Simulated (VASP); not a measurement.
Write the native input for VASP 6.6.1 that does the following.

```
Task                   : single point
Functional             : BLYP
Potentials or basis    : VASP PAW PBE potentials, release 64 (Hf_pv)
Cutoff                 : 520 eV
k mesh                 : 7 × 7 × 7
Occupations            : fermi-dirac, width 0.1 eV
Spin                   : non-collinear spin, zero start, spin-orbit coupling
Starting moments       : [[0.0, 0.0, 0.0]] μB
Dipole correction      : no
Further INCAR settings : ALGO = Normal; EDIFF = 1e-06; NBANDS = 21
```

The structure of Hf lies in POSCAR:

```
Hf
1.0
   -1.8385930000      1.8598650000      1.8337790000
    1.8210430000     -1.8028630000      1.7592260000
    1.7966730000      1.7609430000     -1.7767760000
Hf
1
Direct
    0.0037960000     -0.0016420000     -0.0075240000
```

This cell differs from its parent crystal: the cell strained at random.

These files were run (other wordings do the same):

INCAR

```
SYSTEM = Hf
AGGAC = 1.0 ; AGGAX = 1.0
ALDAC = 0.0 ; ALDAX = 1.0
ALGO = Normal ; EDIFF = 1E-6
ENCUT = 520 ; GGA = B5
GGA_COMPAT = .False. ; ISIF = 2
ISMEAR = -1 ; LASPH = .True.
LCHARG = .False. ; LMAXMIX = 4
LORBIT = 11 ; LORBMOM = .True.
LREAL = .False. ; LSORBIT = .True.
LWAVE = .False. ; MAGMOM = 0 0 0
NBANDS = 21 ; NELM = 150
PREC = Accurate ; SIGMA = 0.1
```

KPOINTS

```
k-points
0
Gamma
  7 7 7
  0 0 0
```

Potentials or basis: VASP PAW PBE potentials, release 64 (Hf_pv).

The run is started by

```sh
$ cat potpaw_PBE.64/Hf_pv/POTCAR > POTCAR
$ mpirun -np 1 vasp_ncl > vasp.out
```

Results of the run:

The pressure is -1.7 GPa and the net moment is 0.00 μB per cell. The valence electrons inside the program's atomic spheres are Hf 8.36.

Caveat: the cell differs from its parent crystal (the cell strained at random); the PAW data sets were made with another functional, which shifts forces and pressure a little.

Wall time 2.7 min on 1 thread of AMD EPYC 7R43 64-Core Processor (Zen 3), with other jobs on the host, peak memory 0.24 GiB.
